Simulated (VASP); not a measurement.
# GaN (F-43m) in VASP: a series of runs, part 2 of 2

VASP 6.6.1.

## 4. Single point, r2SCAN+rVV10

This run uses another cell than the first one, of 11.67 Å³/atom.

POSCAR

```
GaN
1.0
    0.0000000000      2.2684248875      2.2684248875
    2.2684248875      0.0000000000      2.2684248875
    2.2684248875      2.2684248875      0.0000000000
Ga N
1 1
Direct
    0.0000000000      0.0000000000      0.0000000000
    0.2500000000      0.2500000000      0.2500000000
```

INCAR.step1

```
PREC = Accurate
ENCUT = 520
ISMEAR = -1
SIGMA = 0.05
LREAL = F
LASPH = T
NELM = 100
NBANDS = 16
GGA = PE
ALGO = Normal
EDIFF = 1E-4
LWAVE = T
LCHARG = F
```

INCAR.step2

```
PREC = Accurate
ENCUT = 520
EDIFF = 1E-6
ISMEAR = -1
SIGMA = 0.05
LREAL = F
LASPH = T
NELM = 100
ALGO = Normal
ISIF = 2
LWAVE = F
LCHARG = F
METAGGA = R2SCAN
LMIXTAU = T
LUSE_VDW = T
IVDW_NL = 2
BPARAM = 11.95
CPARAM = 0.0093
NBANDS = 16
ISTART = 1
```

KPOINTS

```
regular mesh
0
Gamma
  10 10 10
```

Potentials or basis: VASP PAW PBE potentials, release 64 (Ga_d, N).

Started as:

```console
$ cat potpaw_PBE.64/Ga_d/POTCAR potpaw_PBE.64/N/POTCAR > POTCAR
$ cp INCAR.step1 INCAR
$ mpirun -np 1 vasp_std > vasp.out
$ cp INCAR.step2 INCAR
$ mpirun -np 1 vasp_std > vasp.out
```

OUTCAR:

```text
PREC = Accurate
   ENCUT = 520
   EDIFF = 1E-6
   ISMEAR = -1
   LREAL = F
   LASPH = T
   NELM = 100
   ISIF = 2
   METAGGA = R2SCAN
   IVDW_NL = 2
   BPARAM = 11.95
   ISTART = 1

 ion  position               nearest neighbor table
   1  0.000  0.000  0.000-   2 1.96   2 1.96   2 1.96   2 1.96
   2  0.250  0.250  0.250-   1 1.96   1 1.96   1 1.96   1 1.96

  LATTYP: Found a face centered cubic cell.
 ALAT       =     4.5368497750

  Lattice vectors:

 A1 = (   0.0000000000,   2.2684248875,   2.2684248875)
 A2 = (   2.2684248875,   0.0000000000,   2.2684248875)
 A3 = (   2.2684248875,   2.2684248875,   0.0000000000)

Analysis of symmetry for initial positions (statically):
=====================================================================
 Subroutine PRICEL returns:
 Original cell was already a primitive cell.

 Routine SETGRP: Setting up the symmetry group for a
 face centered cubic supercell.

 Subroutine GETGRP returns: Found 24 space group operations
 (whereof 24 operations were pure point group operations)
 out of a pool of 48 trial point group operations.
[... 157 lines left out ...]
  ---------------------------------------------------
  ext. energy  EPLUGINS =         0.00000000
  ---------------------------------------------------
  free energy    TOTEN  =       -21.39195381 eV

  energy without entropy =      -21.39195381  energy(sigma->0) =      -21.39195381

 E-fermi :   5.7325     XC(G=0): -12.5702

 val. band max:        4.7877506750   @ k =   0.0000   0.0000   0.0000
 cond. band min:       6.7423183694   @ k =   0.0000   0.0000   0.0000
 fundamental gap:      1.9545676944
 Fermi energy:         5.7325399077

 k-point     1 :       0.0000    0.0000    0.0000
  band No.  band energies     occupation
      1     -11.7817      2.00000
      2      -9.0062      2.00000
      3      -9.0062      2.00000
      4      -9.0061      2.00000
      5      -8.6755      2.00000
      6      -8.6755      2.00000
[... 433 lines left out ...]
      3      -8.7839      2.00000
      4      -8.7808      2.00000
      5      -8.6169      2.00000
      6      -7.8442      2.00000
[... 8 lines left out ...]
     15      27.7702      0.00000
     16      27.8559      0.00000

 [... further k-points ...]
[... 5 lines left out ...]
  --------------------------------------------------------------------------------------
  -------------------------------------------------------------------------------------
  Total       -0.7126729     -0.7126729     -0.7126729     -0.0000000      0.0000000     -0.0000000
  in kB      -48.9099965    -48.9099965    -48.9099965     -0.0000000      0.0000000     -0.0000000
  external PRESSURE =     -48.9099965 kB  Pullay stress =       0.0000000 kB

 VOLUME and BASIS-vectors are now :
 -----------------------------------------------------------------------------
  energy-cutoff  :      520.00
  volume of cell :       23.35
      direct lattice vectors                 reciprocal lattice vectors
     0.000000000  2.268424888  2.268424888    -0.220417261  0.220417261  0.220417261
     2.268424888  0.000000000  2.268424888     0.220417261 -0.220417261  0.220417261
     2.268424888  2.268424888  0.000000000     0.220417261  0.220417261 -0.220417261

 POSITION                                       TOTAL-FORCE (eV/Angst)
 -----------------------------------------------------------------------------------
      0.00000      0.00000      0.00000         0.000000      0.000000      0.000000
      1.13421      1.13421      1.13421        -0.000000     -0.000000     -0.000000
 -----------------------------------------------------------------------------------
    total drift:                                0.000012      0.000012      0.000012

  FREE ENERGIE OF THE ION-ELECTRON SYSTEM (eV)
  ---------------------------------------------------
  free  energy   TOTEN  =       -21.3919538133 eV

  energy  without entropy=      -21.3919538133  energy(sigma->0) =      -21.39195381
```

OSZICAR.step1:

```text
N       E                     dE             d eps       ncg     rms          rms(c)
DAV:   1     0.818231812863E+02    0.81823E+02   -0.93302E+03  1704   0.202E+03
DAV:   2    -0.822242186057E+01   -0.90046E+02   -0.83532E+02  1728   0.332E+02
DAV:   3    -0.140566590797E+02   -0.58342E+01   -0.58092E+01  1760   0.707E+01
DAV:   4    -0.141211314142E+02   -0.64472E-01   -0.64465E-01  1848   0.797E+00
DAV:   5    -0.141220238417E+02   -0.89243E-03   -0.89242E-03  1840   0.849E-01    0.765E+00
DAV:   6    -0.121540009271E+02    0.19680E+01   -0.49347E+00  2264   0.391E+01    0.268E+00
DAV:   7    -0.121603832173E+02   -0.63823E-02   -0.30980E-01  1648   0.664E+00    0.176E+00
DAV:   8    -0.121567666754E+02    0.36165E-02   -0.61885E-02  1656   0.322E+00    0.827E-01
DAV:   9    -0.121523147686E+02    0.44519E-02   -0.14154E-02  2288   0.263E+00    0.216E-01
DAV:  10    -0.121527138810E+02   -0.39911E-03   -0.14594E-03  1712   0.502E-01    0.111E-01
DAV:  11    -0.121526130225E+02    0.10086E-03   -0.25305E-04  1560   0.260E-01    0.843E-03
DAV:  12    -0.121526194470E+02   -0.64245E-05   -0.46397E-05   824   0.789E-02
   1 F= -.12152619E+02 E0= -.12152619E+02  d E =-.100901E-08
```

Wall time 39 s (1 thread of Intel Xeon 6975P-C (Granite Rapids), shared host); peak memory 0.22 GiB.

Results:

- Free energy: -21.3920 eV
- Pressure: -4.9 GPa
- Band gap on the k mesh: 1.95 eV

Levels at points of the mesh, in eV from the valence-band top:
```csv
k point,band 7,band 8,band 9,band 10,band 11,band 12
"(0.00, 0.00, 0.00)",0.00,0.00,0.00,1.95,10.86,10.86
"(0.50, 0.00, 0.00)",-7.04,-0.97,-0.97,5.00,9.29,10.87
"(0.50, 0.50, 0.00)",-6.14,-2.72,-2.72,3.71,7.09,12.38
```

Caveat: the cell stands under tension; the PAW data sets were made with another functional, which shifts forces and pressure a little.

## 5. Single point, r2SCAN+rVV10

This run uses another cell than the first one, of 11.90 Å³/atom.

POSCAR

```
GaN
1.0
    0.0000000000      2.2831553320      2.2831553320
    2.2831553320      0.0000000000      2.2831553320
    2.2831553320      2.2831553320      0.0000000000
Ga N
1 1
Direct
    0.0000000000      0.0000000000      0.0000000000
    0.2500000000      0.2500000000      0.2500000000
```

INCAR.step1, as its differences from that of step 4:

```diff
@@ -6,3 +6,3 @@
 LASPH = T
-NELM = 100
+NELM = 80
 NBANDS = 16
```

INCAR.step2

```
PREC = Accurate
ENCUT = 520
EDIFF = 1E-7
ISMEAR = -1
SIGMA = 0.05
LREAL = F
LASPH = T
NELM = 80
ALGO = Normal
ISIF = 2
LWAVE = F
LCHARG = T
METAGGA = R2SCAN
LMIXTAU = T
LUSE_VDW = T
IVDW_NL = 2
BPARAM = 11.95
CPARAM = 0.0093
LELF = T
LVHAR = T
NBANDS = 16
ISTART = 1
```

KPOINTS is that of step 4.

Started as:

```console
$ cat potpaw_PBE.64/Ga_d/POTCAR potpaw_PBE.64/N/POTCAR > POTCAR
$ cp INCAR.step1 INCAR
$ mpirun -np 1 vasp_std > vasp.out
$ cp INCAR.step2 INCAR
$ mpirun -np 1 vasp_std > vasp.out
```

Wall time 52 s (1 thread of Intel Xeon 6975P-C (Granite Rapids), shared host); peak memory 0.22 GiB.

Results (log left out):

```
Free energy            : -21.3730 eV
Pressure               : -8.3 GPa
Band gap on the k mesh : 1.82 eV
```

Levels at points of the mesh, in eV from the valence-band top:
| k point | band 7 | band 8 | band 9 | band 10 | band 11 | band 12 |
| --- | --- | --- | --- | --- | --- | --- |
| (0.00, 0.00, 0.00) | 0.00 | 0.00 | 0.00 | 1.82 | 10.73 | 10.73 |
| (0.50, 0.00, 0.00) | -6.92 | -0.95 | -0.95 | 4.86 | 9.19 | 10.76 |
| (0.50, 0.50, 0.00) | -6.06 | -2.65 | -2.65 | 3.70 | 6.97 | 12.23 |

Caveat: the cell stands under tension; the PAW data sets were made with another functional, which shifts forces and pressure a little.

## 6. The runs side by side

```csv
cell,gap on the mesh (eV),pressure (GPa)
"a = 3.166 Å, angles 60.0°, 2 atoms",2.22,2.7
"a = 3.187 Å, angles 60.0°, 2 atoms",2.09,-1.2
"a = 3.208 Å, angles 60.0°, 2 atoms",1.95,-4.9
"a = 3.229 Å, angles 60.0°, 2 atoms",1.82,-8.3
```

Alike in all rows: task single point; level r2SCAN+rVV10; potentials or basis VASP PAW PBE potentials, release 64 (Ga_d, N); no spin polarisation; k mesh 10 × 10 × 10; cutoff (eV) 520; smearing fermi-dirac 0.05 eV.

Caveats: the PAW data sets were made with another functional, which shifts forces and pressure a little; the cell stands under tension (at least some runs).

Total energies depend on the potentials used, so only differences within one code and one set of settings carry meaning.
